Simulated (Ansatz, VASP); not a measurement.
# One calculation of Ge, two programs

```
Ge
1.0
     0.00000    2.88079    2.88079
     2.88079    0.00000    2.88079
     2.88079    2.88079    0.00000
Ge
2
Direct
  0.50000 0.50000 0.50000
  0.75000 0.75000 0.75000
```

Alike in both runs: functional PBE; k mesh 14 × 14 × 14; occupations gaussian, width 0.1 eV; no spin polarisation.

Ansatz relaxed the structure, and its values are those at the end. VASP's run is a single point on that final structure, the one shown.

```csv
,VASP,Ansatz
version,VASP 6.6.1,Ansatz 0.2.0
potentials or method,"VASP PAW PBE potentials, release 64 (Ge_d), cutoff 520 eV","scalar-relativistic, plane waves, PAW"
valence electrons in the cell,28,28
```

```tsv
	VASP	Ansatz	Ansatz less VASP
gap on the k mesh at the Fermi level (eV)	none	none	-
pressure (GPa)	-0.1	0.0	+0.12
```

A gap of «none» marks a metal or a gap that the smearing closes. With one functional, cell and mesh, what is left measures potentials, basis and numerics.
